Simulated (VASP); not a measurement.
# SnSe4 (P-43m) in VASP: further runs, part 3 of 3

VASP 6.6.1. The steps go on from the part before.

**5. Relaxation of cell and atoms, PBE**

This run uses another cell than the first one, of 34.55 Å³/atom.

File INCAR:

```
PREC = Accurate
ENCUT = 600
EDIFF = 1E-6
ISMEAR = 0
SIGMA = 0.1
LREAL = False
LASPH = True
NELM = 100
ALGO = Normal
ISIF = 3
LWAVE = False
LCHARG = False
GGA = PE
IBRION = 2
NSW = 90
EDIFFG = -0.04
```

File KPOINTS:

```
Automatic mesh
0
Gamma
  4 4 4
```

File POSCAR:

```
SnSe4
1.0
    5.5691193200      0.0000000000      0.0000000000
    0.0000000000      5.5691193200      0.0000000000
    0.0000000000      0.0000000000      5.5691193200
Sn Se
1 4
Direct
    0.5000000000      0.5000000000      0.5000000000
    0.8112232100      0.8112232100      0.8112232100
    0.1887767900      0.1887767900      0.8112232100
    0.1887767900      0.8112232100      0.1887767900
    0.8112232100      0.1887767900      0.1887767900
```

Run with:

```sh
$ cat potpaw_PBE.64/Sn_d/POTCAR potpaw_PBE.64/Se/POTCAR > POTCAR
$ mpirun -np 1 vasp_std > vasp.out
```

Wall time 8.3 min (1 thread of Intel Xeon 8259CL, shared host); peak memory 0.36 GiB.

It converged, with:

* Free energy: -15.9915 eV
* Relaxed volume: 26.89 Å³/atom
* Relaxed cell: a = 5.123 Å, b = 5.123 Å, c = 5.123 Å, α = 90.00°, β = 90.00°, γ = 90.00°
* Space group after relaxing (to 0.1 Å): P-43m (No. 215)
* Energy gained by relaxing: 220.9 meV/atom
* Ionic steps: 9
* Pressure after relaxing: 0.0 GPa
* Largest force after relaxing: 0.017 eV/Å
* Band gap on the k mesh: zero (bands 19 and 20 overlap by 0.53 eV)

Forces on the atoms (eV/Å):
```
Sn   0.000  0.000  0.000
Se  -0.010 -0.010 -0.010
Se   0.010  0.010 -0.010
Se   0.010 -0.010  0.010
Se  -0.010  0.010  0.010
```

The path:
| step | energy change (eV) | largest force (eV/Å) | pressure (GPa) | volume (Å³) |
| --- | --- | --- | --- | --- |
| 1 | 0.0000 | 0.2111 | -5.96 | 172.73 |
| 2 | -0.8211 | 0.8384 | -1.65 | 142.56 |
| 3 | -0.8604 | 1.0032 | 0.12 | 136.35 |
| 4 | -1.0214 | 0.5967 | 0.58 | 133.00 |
| 5 | -1.0758 | 0.1353 | 1.73 | 129.73 |
| 6 | -1.1022 | 0.0289 | -0.51 | 135.80 |
| 7 | -1.1041 | 0.0457 | -0.08 | 134.49 |
| 8 | -1.1041 | 0.0442 | -0.12 | 134.59 |
| 9 | -1.1046 | 0.0168 | -0.04 | 134.47 |

Final structure:
```yaml
crystal:
  lattice:
    - [5.12323, 0.00000, 0.00000]
    - [0.00000, 5.12323, 0.00000]
    - [0.00000, 0.00000, 5.12323]
  atoms:
    - { symbol: Sn, position: [0.50000, 0.50000, 0.50000] }
    - { symbol: Se, position: [0.79620, 0.79620, 0.79620] }
    - { symbol: Se, position: [0.20380, 0.20380, 0.79620] }
    - { symbol: Se, position: [0.20380, 0.79620, 0.20380] }
    - { symbol: Se, position: [0.79620, 0.20380, 0.20380] }
```

Levels at points of the mesh, in eV from the Fermi level:
| k point | band 16 | band 17 | band 18 | band 19 | band 20 | band 21 | band 22 | band 23 |
| --- | --- | --- | --- | --- | --- | --- | --- | --- |
| (0.00, 0.00, 0.00) | -0.62 | -0.33 | -0.33 | -0.33 | 0.46 | 0.46 | 0.46 | 3.41 |
| (0.50, 0.00, 0.00) | -1.83 | -1.50 | -0.27 | -0.27 | 0.04 | 0.04 | 2.66 | 3.45 |
| (0.50, 0.50, 0.00) | -2.28 | -2.09 | -0.40 | 0.23 | 0.23 | 1.04 | 3.01 | 3.40 |
| (0.50, 0.50, 0.50) | -0.23 | -0.23 | -0.19 | -0.19 | 0.81 | 0.81 | 0.81 | 4.26 |

Caveat: the volume moved by over 15 % at a fixed basis, so the end points are rough; semilocal functionals underestimate gaps, so a narrow gap can read as zero; spin-orbit coupling is left out, which moves the levels of the heavy elements.

**6. Relaxation of cell and atoms, PBE**

File INCAR:

```
SYSTEM = SnSe4
PREC     = Accurate       ! precision mode
ENCUT    = 600            ! plane-wave cutoff, eV
EDIFF    = 1E-7           ! SCF threshold, eV
ISMEAR   = 0              ! smearing method
SIGMA    = 0.1            ! smearing width, eV
LREAL    = .False.        ! projectors in reciprocal space
LASPH    = .True.         ! aspherical terms in the spheres
NELM     = 100            ! most SCF steps
ALGO     = Normal         ! electronic algorithm
ISIF     = 3              ! what is computed and relaxed
LWAVE    = .False.        ! write WAVECAR
LCHARG   = .False.        ! write CHGCAR
GGA      = PE             ! functional
IBRION   = 2              ! ionic algorithm
NSW      = 100            ! ionic steps
EDIFFG   = -0.01          ! ionic threshold
```

File KPOINTS:

```
regular mesh
0
Gamma
  8 8 8
  0 0 0
```

File POSCAR:

```
SnSe4
1.0
    5.1194059149      0.0000000000      0.0000000000
    0.0000000000      5.1194059149      0.0000000000
    0.0000000000      0.0000000000      5.1194059149
Sn Se
1 4
Direct
    0.5000000000      0.5000000000      0.5000000000
    0.7958970906      0.7958970906      0.7958970906
    0.2041029094      0.2041029094      0.7958970906
    0.2041029094      0.7958970906      0.2041029094
    0.7958970906      0.2041029094      0.2041029094
```

Potentials or basis: VASP PAW PBE potentials, release 64 (Sn_d, Se).

Run with:

```sh
$ cat potpaw_PBE.64/Sn_d/POTCAR potpaw_PBE.64/Se/POTCAR > POTCAR
$ mpirun -np 1 vasp_std > vasp.out
```

Wall time 7.7 min (1 thread of Intel Xeon 8259CL, shared host); peak memory 0.35 GiB.

It converged, with:

* Free energy: -15.9856 eV
* Relaxed volume: 26.80 Å³/atom
* Relaxed cell: a = 5.117 Å, b = 5.117 Å, c = 5.117 Å, α = 90.00°, β = 90.00°, γ = 90.00°
* Space group after relaxing (to 0.1 Å): P-43m (No. 215)
* Energy gained by relaxing: 0.4 meV/atom
* Ionic steps: 4
* Pressure after relaxing: 0.0 GPa
* Largest force after relaxing: 0.008 eV/Å
* Band gap on the k mesh: zero (bands 19 and 20 overlap by 0.76 eV)

Forces in eV/Å, atoms in the order of the input:
```
Sn   0.000  0.000  0.000
Se  -0.004 -0.004 -0.004
Se   0.004  0.004 -0.004
Se   0.004 -0.004  0.004
Se  -0.004  0.004  0.004
```

Step by step:
| step | energy change (eV) | largest force (eV/Å) | pressure (GPa) | volume (Å³) |
| --- | --- | --- | --- | --- |
| 1 | 0.0000 | 0.0741 | -0.09 | 134.17 |
| 2 | -0.0010 | 0.0498 | 0.03 | 133.86 |
| 3 | -0.0013 | 0.0254 | 0.16 | 133.57 |
| 4 | -0.0018 | 0.0077 | 0.02 | 134.01 |

Final structure:
```yaml
crystal:
  lattice:
    - [5.11734, 0.00000, 0.00000]
    - [0.00000, 5.11734, 0.00000]
    - [0.00000, 0.00000, 5.11734]
  atoms:
    - { symbol: Sn, position: [0.50000, 0.50000, 0.50000] }
    - { symbol: Se, position: [0.79472, 0.79472, 0.79472] }
    - { symbol: Se, position: [0.20528, 0.20528, 0.79472] }
    - { symbol: Se, position: [0.20528, 0.79472, 0.20528] }
    - { symbol: Se, position: [0.79472, 0.20528, 0.20528] }
```

Levels at points of the mesh, in eV from the Fermi level:
| k point | band 17 | band 18 | band 19 | band 20 | band 21 | band 22 |
| --- | --- | --- | --- | --- | --- | --- |
| (0.00, 0.00, 0.00) | -0.38 | -0.38 | -0.38 | 0.46 | 0.46 | 0.46 |
| (0.50, 0.00, 0.00) | -1.56 | -0.33 | -0.33 | -0.01 | -0.01 | 2.70 |
| (0.50, 0.50, 0.00) | -2.10 | -0.38 | 0.18 | 0.18 | 0.99 | 3.04 |
| (0.50, 0.50, 0.50) | -0.26 | -0.17 | -0.17 | 0.77 | 0.77 | 0.77 |

Caveat: semilocal functionals underestimate gaps, so a narrow gap can read as zero; spin-orbit coupling is left out, which moves the levels of the heavy elements.

**7. Overview**

| task | cell | k mesh | cutoff (eV) | gap on the mesh (eV) | pressure (GPa) | relaxed volume (Å³/atom) | largest force (eV/Å) |
| --- | --- | --- | --- | --- | --- | --- | --- |
| single point | a = 5.119 Å, 5 atoms, atomic positions A | 4 × 4 × 4 | 520 | none | 0.1 | - | - |
| single point | a = 5.569 Å, 5 atoms, atomic positions B | 4 × 4 × 4 | 520 | none | -6.0 | - | 0.21 |
| single point | a = 5.118 Å, 5 atoms, atomic positions C | 8 × 8 × 8 | 520 | none | 0.0 | - | 0.01 |
| relaxation of cell and atoms | relaxed from a = 5.569 Å, 5 atoms, atomic positions B | 4 × 4 × 4 | 600 | none | 0.0 | 26.89 | 0.02 |
| relaxation of cell and atoms | relaxed from a = 5.119 Å, 5 atoms, atomic positions A | 8 × 8 × 8 | 600 | none | 0.0 | 26.80 | 0.01 |

Alike in all rows: level PBE; potentials or basis VASP PAW PBE potentials, release 64 (Sn_d, Se); no spin polarisation; smearing gaussian 0.1 eV.

Caveats: semilocal functionals underestimate gaps, so a narrow gap can read as zero; spin-orbit coupling is left out, which moves the levels of the heavy elements; the cell stands under tension (at least some runs); the volume moved by over 15 % at a fixed basis, so the end points are rough (at least some runs).

Absolute energies hang on the potentials; compare differences alone.
